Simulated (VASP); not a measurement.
# AlNi3 (I4mm) in VASP: notebook

AlNi3 is run at these levels: PBEsol; tasks: single point.

All numbers are computed with VASP 6.6.1; they aren't measurements. Logs are shortened: lines on timing, memory, paths and dates and some standing lists are left out, and cuts for length are marked.

**1. The cell of the first run**

Symmetry: I4mm, No. 107, tetragonal system. Conventional cell: a = 3.958 Å, b = 3.958 Å, c = 5.597 Å, α = 90.00°, β = 90.00°, γ = 90.00°. Al (site symmetry 4mm) has 14 Ni at 2.41 to 3.18 Å within 3.2 Å. Within 3.0 Å of Ni (site symmetry 2mm) lie 10 Ni at 2.23 to 2.80 Å and 4 Al at 2.41 to 2.43 Å. Within 3.0 Å of Ni (site symmetry 4mm) lie 8 Ni at 2.23 to 2.65 Å and 5 Al at 2.42 to 2.82 Å.

**2. Single point, PBEsol (atoms displaced along a vibrational mode)**

Contents of INCAR:

```
SYSTEM = AlNi3
ALGO     = Fast           ! electronic algorithm
EDIFF    = 1E-7           ! SCF threshold, eV
ENCUT    = 520            ! plane-wave cutoff, eV
GGA      = PS             ! functional
ISIF     = 2              ! what is computed and relaxed
ISMEAR   = 0              ! smearing method
LASPH    = .TRUE.         ! aspherical terms in the spheres
LCHARG   = .FALSE.        ! write CHGCAR
LREAL    = .FALSE.        ! projectors in reciprocal space
LWAVE    = .FALSE.        ! write WAVECAR
NBANDS   = 24             ! bands
NELM     = 60             ! most SCF steps
PREC     = Accurate       ! precision mode
SIGMA    = 0.15           ! smearing width, eV
```

Contents of KPOINTS:

```
k-points
0
G
  14 14 14
  0 0 0
```

Contents of POSCAR:

```
AlNi3
1.0
    0.0000000000      2.7984078593      2.7984078593
    2.7984078593      0.0000000000      2.7984078593
    2.7984078593      2.7984078593      0.0000000000
Al Ni
1 3
Direct
    0.5213578919      0.4786421081      0.4786421081
    0.2685416900      0.2314583100      0.2314583100
   -0.0469016693      0.0469016693      0.0469016693
    0.7685416900      0.7314583100      0.7314583100
```

Potentials or basis: VASP PAW PBE potentials, release 64 (Al, Ni).

On the command line:

```console
cat potpaw_PBE.64/Al/POTCAR potpaw_PBE.64/Ni/POTCAR > POTCAR
mpirun -np 1 vasp_std > vasp.out
```

OUTCAR:

```text
SYSTEM = AlNi3
   EDIFF = 1E-7
   ENCUT = 520
   GGA = PS
   ISIF = 2
   ISMEAR = 0
   LASPH = .TRUE.
   LREAL = .FALSE.
   NELM = 60
   PREC = Accurate

 ion  position               nearest neighbor table
   1  0.521  0.479  0.479-   2 2.41   2 2.41   4 2.41   4 2.41   3 2.42   4 2.43   2 2.43   2 2.43
                             4 2.43   3 2.82   3 2.82   3 2.82   3 2.82   3 3.18
   2  0.269  0.231  0.231-   3 2.23   3 2.23   1 2.41   1 2.41   1 2.43   1 2.43   3 2.65   3 2.65
                             4 2.80   4 2.80   4 2.80   4 2.80   4 2.80   4 2.80
   3  0.953  0.047  0.047-   4 2.23   4 2.23   2 2.23   2 2.23   1 2.42   2 2.65   4 2.65   2 2.65
                             4 2.65   1 2.82   1 2.82   1 2.82   1 2.82   1 3.18
   4  0.769  0.731  0.731-   3 2.23   3 2.23   1 2.41   1 2.41   1 2.43   1 2.43   3 2.65   3 2.65
                             2 2.80   2 2.80   2 2.80   2 2.80   2 2.80   2 2.80

  LATTYP: Found a face centered cubic cell.
 ALAT       =     5.5968157186

  Lattice vectors:

 A1 = (   0.0000000000,   2.7984078593,   2.7984078593)
 A2 = (   2.7984078593,   0.0000000000,   2.7984078593)
 A3 = (   2.7984078593,   2.7984078593,   0.0000000000)

Analysis of symmetry for initial positions (statically):
=====================================================================
 Subroutine PRICEL returns:
 Original cell was already a primitive cell.

 Routine SETGRP: Setting up the symmetry group for a
 face centered cubic supercell.

 Subroutine GETGRP returns: Found  8 space group operations
 (whereof  8 operations were pure point group operations)
 out of a pool of 48 trial point group operations.

The static configuration has the point symmetry C_4v.

Analysis of symmetry for dynamics (positions and initial velocities):
=====================================================================
 Subroutine PRICEL returns:
 Original cell was already a primitive cell.

 Routine SETGRP: Setting up the symmetry group for a
 face centered cubic supercell.

 Subroutine GETGRP returns: Found  8 space group operations
 (whereof  8 operations were pure point group operations)
 out of a pool of 48 trial point group operations.

The dynamic configuration has the point symmetry C_4v.

 Subroutine INISYM returns: Found  8 space group operations
 (whereof  8 operations are pure point group operations),
 and found     1 'primitive' translations

----------------------------------------------------------------------------------------

                                     Primitive cell

  volume of cell :      43.8291

  direct lattice vectors                    reciprocal lattice vectors
     0.000000000  2.798407859  2.798407859    -0.178673026  0.178673026  0.178673026
     2.798407859  0.000000000  2.798407859     0.178673026 -0.178673026  0.178673026
     2.798407859  2.798407859  0.000000000     0.178673026  0.178673026 -0.178673026

  length of vectors
     3.957546348  3.957546348  3.957546348     0.309470759  0.309470759  0.309470759

  position of ions in fractional coordinates (direct lattice)
     0.521357892  0.478642108  0.478642108
     0.268541690  0.231458310  0.231458310
     0.953098331  0.046901669  0.046901669
     0.768541690  0.731458310  0.731458310

  ion indices of the primitive-cell ions
   primitive index   ion index
                 1           1
                 2           2
                 3           3
                 4           4

----------------------------------------------------------------------------------------

 KPOINTS: k-points

Automatic generation of k-mesh.
 Grid dimensions read from file:
 generate k-points for:   14   14   14

 Generating k-lattice:

  Cartesian coordinates                     Fractional coordinates (reciprocal lattice)
    -0.012762359  0.012762359  0.012762359     0.071428571  0.000000000  0.000000000
     0.012762359 -0.012762359  0.012762359     0.000000000  0.071428571  0.000000000
     0.012762359  0.012762359 -0.012762359     0.000000000  0.000000000  0.071428571

  Length of vectors
     0.022105054  0.022105054  0.022105054

  Shift w.r.t. Gamma in fractional coordinates (k-lattice)
     0.000000000  0.000000000  0.000000000

 Subroutine IBZKPT returns following result:
 ===========================================

 Found    244 irreducible k-points:

 Following reciprocal coordinates:
            Coordinates               Weight
  0.000000  0.000000  0.000000      1.000000
  0.071429  0.000000  0.000000      8.000000
  0.142857  0.000000  0.000000      8.000000
  0.214286  0.000000  0.000000      8.000000
  0.285714  0.000000  0.000000      8.000000
  0.357143  0.000000  0.000000      8.000000
[... 16 lines left out ...]
 -0.428571  0.071429  0.000000     16.000000
  0.000000 -0.428571  0.071429      8.000000
 [... further k-points ...]
   k-points           NKPTS =    244   k-points in BZ     NKDIM =    244   number of bands    NBANDS=     24
   number of dos      NEDOS =    301   number of ions     NIONS =      4
   total plane-waves  NPLWV =  27000
   dimension x,y,z NGX =    30 NGY =   30 NGZ =   30
   dimension x,y,z NGXF=    60 NGYF=   60 NGZF=   60
   ions per type =               1   3
   NGX,Y,Z   is equivalent  to a cutoff of  12.60, 12.60, 12.60 a.u.
   NGXF,Y,Z  is equivalent  to a cutoff of  25.20, 25.20, 25.20 a.u.
 SYSTEM =  AlNi3
   PREC   = accura    normal or accurate (medium, high low for compatibility)
   ISTART =      0    job   : 0-new  1-cont  2-samecut
   ICHARG =      2    charge: 1-file 2-atom 10-const
   ISPIN  =      1    spin polarized calculation?
   LNONCOLLINEAR =      F non collinear calculations
   LSORBIT =      F    spin-orbit coupling
   LASPH  =      T    aspherical Exc in radial PAW
   ENCUT  =  520.0 eV  38.22 Ry    6.18 a.u.   7.36  7.36  7.36*2*pi/ulx,y,z
   NELM   =     60;   NELMIN=  2; NELMDL= -5     # of ELM steps
   EDIFF  = 0.1E-06   stopping-criterion for ELM
   LREAL  =      F    real-space projection
   EDIFFG = 0.1E-05   stopping-criterion for IOM
   NSW    =      0    number of steps for IOM
   IBRION =     -1    ionic relax: 0-MD 1-quasi-New 2-CG
   NFREE  =      0    steps in history (QN), initial steepest desc. (CG)
   ISIF   =      2    stress and relaxation
   ISYM   =      2    0-nonsym 1-usesym 2-fastsym
   POTIM  = 0.5000    time-step for ionic-motion
   TEBEG  =    0.0;   TEEND  =   0.0 temperature during run
   PSTRESS=    0.0 pullay stress
   NELECT =      33.0000    total number of electrons
   NUPDOWN=      -1.0000    fix difference up-down
   EMIN   =  10.00;   EMAX   =-10.00  energy-range for DOS
   EFERMI =   0.00;   METHOD = LEGACY
   ISMEAR =     0;   SIGMA  =   0.15  broadening in eV -4-tet -1-fermi 0-gaus
   EFERMI_NEDOS =   21; number of points for ismear=-14 and -15
   IALGO  =     68    algorithm
   IMIX   =      4    mixing-type and parameters
     AMIX     =   0.40;   BMIX     =  1.00
     AMIX_MAG =   1.60;   BMIX_MAG =  1.00
  volume/ion in A,a.u.               =      10.96        73.94
  Fermi-wavevector in a.u.,A,eV,Ry     =   1.489333  2.814431 30.179255  2.218113
  Thomas-Fermi vector in A             =   2.602255
   LORBIT       =      0    0 simple, 1 ext, 2 COOP (PROOUT), +10 PAW based schemes
   GGA     = PS    functional components
   LHFCALC =     F    Hartree Fock is set to
   AEXX    =    0.0000 exact exchange contribution
   IVDW    =     0    specifies the selected vdW correction
   LEPSILON=     F    determine dielectric tensor
   LRPA    =     F    only Hartree local field effects (RPA)
 non-spin polarized calculation
 RMM-DIIS sequential band-by-band and
 Gauss-broadening in eV      SIGMA  =   0.15
  energy-cutoff  :      520.00
  volume of cell :       43.83
 maximum number of plane-waves:      1243
 NGX is ok and might be reduce to    30
   NGX = 15   NGY = 15   NGZ = 15

 number of electron      33.0000016 magnetization

 Free energy of the ion-electron system (eV)
  ---------------------------------------------------
  ext. energy  EPLUGINS =         0.00000000
  ---------------------------------------------------
  free energy    TOTEN  =       -23.43131047 eV

  energy without entropy =      -23.39652972  energy(sigma->0) =      -23.41392009

 E-fermi :   9.9030     XC(G=0): -12.9544

 val. band max:        9.9025511078   @ k =   0.3571   0.1429  -0.4286
 cond. band min:       9.9109095207   @ k =   0.1429  -0.4286   0.4286
 fundamental gap:      0.0083584129
 Fermi energy:         9.9030062760

 k-point     1 :       0.0000    0.0000    0.0000
  band No.  band energies     occupation
      1      -0.3812      2.00000
      2       6.0269      2.00000
      3       6.0287      2.00000
      4       6.3188      2.00000
      5       6.3188      2.00000
      6       6.6438      2.00000
[... 16 lines left out ...]
     23      16.8094      0.00000
     24      18.8292      0.00000

 k-point     2 :       0.0714    0.0000    0.0000
  band No.  band energies     occupation
      1      -0.3052      2.00000
      2       6.0106      2.00000
      3       6.0171      2.00000
      4       6.2903      2.00000
      5       6.3807      2.00000
      6       6.6678      2.00000
[... 16 lines left out ...]
     23      17.2049      0.00000
     24      18.6372      0.00000

 k-point     3 :       0.1429    0.0000    0.0000
  band No.  band energies     occupation
      1      -0.0787      2.00000
      2       5.9652      2.00000
      3       5.9943      2.00000
      4       6.2262      2.00000
      5       6.5297      2.00000
      6       6.7224      2.00000
[... 16 lines left out ...]
     23      17.5605      0.00000
     24      18.5140      0.00000
[... 514 lines left out ...]
 k-point    23 :      -0.4286    0.0714    0.0000
  band No.  band energies     occupation
      1       2.4178      2.00000
      2       3.7863      2.00000
      3       6.1186      2.00000
      4       6.2585      2.00000
      5       6.6779      2.00000
      6       6.9497      2.00000
[... 16 lines left out ...]
     23      18.2170      0.00000
     24      21.2851      0.00000

 k-point    24 :       0.0000   -0.4286    0.0714
  band No.  band energies     occupation
      1       2.4199      2.00000
      2       3.7823      2.00000
      3       6.1781      2.00000
      4       6.2217      2.00000
      5       6.6390      2.00000
      6       6.9574      2.00000
[... 16 lines left out ...]
     23      18.1892      0.00000
     24      21.3118      0.00000

 [... further k-points ...]
[... 5 lines left out ...]
  --------------------------------------------------------------------------------------
  -------------------------------------------------------------------------------------
  Total        1.6633064      2.5891006      2.5891006      0.0000000     -0.0000000      0.0000000
  in kB       60.8022718     94.6447381     94.6447381      0.0000000     -0.0000000      0.0000000
  external PRESSURE =      83.3639160 kB  Pullay stress =       0.0000000 kB

 VOLUME and BASIS-vectors are now :
 -----------------------------------------------------------------------------
  energy-cutoff  :      520.00
  volume of cell :       43.83
      direct lattice vectors                 reciprocal lattice vectors
     0.000000000  2.798407859  2.798407859    -0.178673026  0.178673026  0.178673026
     2.798407859  0.000000000  2.798407859     0.178673026 -0.178673026  0.178673026
     2.798407859  2.798407859  0.000000000     0.178673026  0.178673026 -0.178673026

 POSITION                                       TOTAL-FORCE (eV/Angst)
 -----------------------------------------------------------------------------------
      2.67887      2.79841      2.79841         0.985852      0.000000      0.000000
      1.29543      1.39920      1.39920         1.346815      0.000000      0.000000
      0.26250      2.79841      2.79841        -3.679482      0.000000      0.000000
      4.09384      4.19761      4.19761         1.346815      0.000000      0.000000
 -----------------------------------------------------------------------------------
    total drift:                                0.000045      0.000005      0.000006

  FREE ENERGIE OF THE ION-ELECTRON SYSTEM (eV)
  ---------------------------------------------------
  free  energy   TOTEN  =       -23.4313104656 eV

  energy  without entropy=      -23.3965297231  energy(sigma->0) =      -23.41392009
```

It took 3.6 min on 1 thread of AMD EPYC 9R45 (Zen 5), shared host; peak memory 0.31 GiB.

What came out:

```
Free energy            : -23.4313 eV
Pressure               : 8.3 GPa
Largest force          : 3.679 eV/Å
Band gap on the k mesh : zero (an odd number of electrons rules out a gap without spin polarisation)
```

Forces on the atoms (eV/Å):
```
Al   0.986  0.000  0.000
Ni   1.347  0.000  0.000
Ni  -3.679  0.000  0.000
Ni   1.347  0.000  0.000
```

Caveat: the cell differs from its parent crystal (atoms displaced along a vibrational mode); the cell stands under pressure; the PAW data sets were made with another functional, which shifts forces and pressure a little.

**3. Single point, PBEsol (atoms displaced along a vibrational mode)**

Contents of INCAR:

```
SYSTEM = AlNi3
PREC = Accurate ; ENCUT = 520
EDIFF = 1E-6 ; ISMEAR = 0
SIGMA = 0.15 ; LREAL = .False.
LASPH = .True. ; NELM = 80
ALGO = Fast ; ISIF = 2
LWAVE = .False. ; LCHARG = .False.
GGA = PS ; NBANDS = 24
```

Contents of KPOINTS:

```
Automatic mesh
0
Gamma
  14 14 14
  0 0 0
```

Contents of POSCAR:

```
AlNi3
1.0
    0.0000000000      2.7984078593      2.7984078593
    2.7984078593      0.0000000000      2.7984078593
    2.7984078593      2.7984078593      0.0000000000
Al Ni
1 3
Direct
    0.5152556371      0.4847443629      0.4847443629
    0.2632440643      0.2367559357      0.2367559357
   -0.0335011924      0.0335011924      0.0335011924
    0.7632440643      0.7367559357      0.7367559357
```

Potentials or basis: VASP PAW PBE potentials, release 64 (Al, Ni).

On the command line:

```console
cat potpaw_PBE.64/Al/POTCAR potpaw_PBE.64/Ni/POTCAR > POTCAR
mpirun -np 1 vasp_std > vasp.out
```

OUTCAR:

```text
SYSTEM = AlNi3
   PREC = Accurate
   ENCUT = 520
   EDIFF = 1E-6
   ISMEAR = 0
   LREAL = .False.
   LASPH = .True.
   NELM = 80
   ISIF = 2
   GGA = PS

 ion  position               nearest neighbor table
   1  0.515  0.485  0.485-   2 2.42   2 2.42   4 2.42   4 2.42   4 2.43   2 2.43   2 2.43   4 2.43
                             3 2.53   3 2.81   3 2.81   3 2.81   3 2.81   3 3.07
   2  0.263  0.237  0.237-   3 2.28   3 2.28   1 2.42   1 2.42   1 2.43   1 2.43   3 2.58   3 2.58
                             4 2.80   4 2.80   4 2.80   4 2.80   4 2.80   4 2.80
   3  0.966  0.034  0.034-   4 2.28   4 2.28   2 2.28   2 2.28   1 2.53   4 2.58   2 2.58   2 2.58
                             4 2.58   1 2.81   1 2.81   1 2.81   1 2.81   1 3.07
   4  0.763  0.737  0.737-   3 2.28   3 2.28   1 2.42   1 2.42   1 2.43   1 2.43   3 2.58   3 2.58
                             2 2.80   2 2.80   2 2.80   2 2.80   2 2.80   2 2.80

  LATTYP: Found a face centered cubic cell.
 ALAT       =     5.5968157186

  Lattice vectors:

 A1 = (   0.0000000000,   2.7984078593,   2.7984078593)
 A2 = (   2.7984078593,   0.0000000000,   2.7984078593)
 A3 = (   2.7984078593,   2.7984078593,   0.0000000000)

Analysis of symmetry for initial positions (statically):
=====================================================================
 Subroutine PRICEL returns:
[... 176 lines left out ...]

 E-fermi :   9.8843     XC(G=0): -12.9687

 val. band max:        9.8842389466   @ k =   0.0714   0.5000   0.2143
 cond. band min:       9.8846223583   @ k =   0.2143  -0.2857   0.5000
 fundamental gap:      0.0003834117
 Fermi energy:         9.8843455310

 k-point     1 :       0.0000    0.0000    0.0000
  band No.  band energies     occupation
      1      -0.3802      2.00000
      2       6.0696      2.00000
      3       6.1233      2.00000
      4       6.3439      2.00000
      5       6.3439      2.00000
      6       6.5507      2.00000
[... 637 lines left out ...]
     23      18.2839      0.00000
     24      21.2431      0.00000

 [... further k-points ...]
[... 5 lines left out ...]
  --------------------------------------------------------------------------------------
  -------------------------------------------------------------------------------------
  Total        0.8895135      1.3585235      1.3585235      0.0000000     -0.0000000      0.0000000
  in kB       32.5162230     49.6609126     49.6609126      0.0000000     -0.0000000      0.0000000
  external PRESSURE =      43.9460161 kB  Pullay stress =       0.0000000 kB

 VOLUME and BASIS-vectors are now :
 -----------------------------------------------------------------------------
  energy-cutoff  :      520.00
  volume of cell :       43.83
      direct lattice vectors                 reciprocal lattice vectors
     0.000000000  2.798407859  2.798407859    -0.178673026  0.178673026  0.178673026
     2.798407859  0.000000000  2.798407859     0.178673026 -0.178673026  0.178673026
     2.798407859  2.798407859  0.000000000     0.178673026  0.178673026 -0.178673026

 POSITION                                       TOTAL-FORCE (eV/Angst)
 -----------------------------------------------------------------------------------
      2.71302      2.79841      2.79841         0.601421      0.000000      0.000000
      1.32508      1.39920      1.39920         0.965895     -0.000000     -0.000000
      0.18750      2.79841      2.79841        -2.533211      0.000000      0.000000
      4.12349      4.19761      4.19761         0.965895      0.000000      0.000000
 -----------------------------------------------------------------------------------
    total drift:                               -0.000984     -0.000004     -0.000003

  FREE ENERGIE OF THE ION-ELECTRON SYSTEM (eV)
  ---------------------------------------------------
  free  energy   TOTEN  =       -23.7592253535 eV

  energy  without entropy=      -23.7255742963  energy(sigma->0) =      -23.74239982
```

stdout:

```text
POSCAR found type information on POSCAR AlNi
 POSCAR found :  2 types and       4 ions
 scaLAPACK will be used
 -----------------------------------------------------------------------------
|                                                                             |
|                                                                             |
|     You enforced a specific xc type in the INCAR file but a different       |
|     I HOPE YOU KNOW WHAT YOU ARE DOING!                                     |
|                                                                             |
 -----------------------------------------------------------------------------

 LDA part: xc-table for (Slater+PW92), standard interpolation
 POSCAR, INCAR and KPOINTS ok, starting setup
 FFT: planning ... GRIDC
 FFT: planning ... GRID_SOFT
 FFT: planning ... GRID
 WAVECAR not read
 entering main loop
WARNING in EDDRMM: call to ZHEGV failed, returncode =   6  3     24
```

Run time: 3.2 min. Hardware: 1 thread of AMD EPYC 9R45 (Zen 5), shared host; peak memory 0.31 GiB.

What came out:

| Item | Value |
| --- | --- |
| Free energy | -23.7592 eV |
| Pressure | 4.4 GPa |
| Largest force | 2.533 eV/Å |
| Band gap on the k mesh | zero (an odd number of electrons rules out a gap without spin polarisation) |

Forces in eV/Å, atoms in the order of the input:
```
Al   0.601  0.000  0.000
Ni   0.966  0.000  0.000
Ni  -2.533  0.000  0.000
Ni   0.966  0.000  0.000
```

Stress tensor (GPa, compression positive):
```
3.25 0.00 0.00
0.00 4.97 0.00
0.00 0.00 4.97
```

Caveat: the cell differs from its parent crystal (atoms displaced along a vibrational mode); the cell stands under pressure; the PAW data sets were made with another functional, which shifts forces and pressure a little.
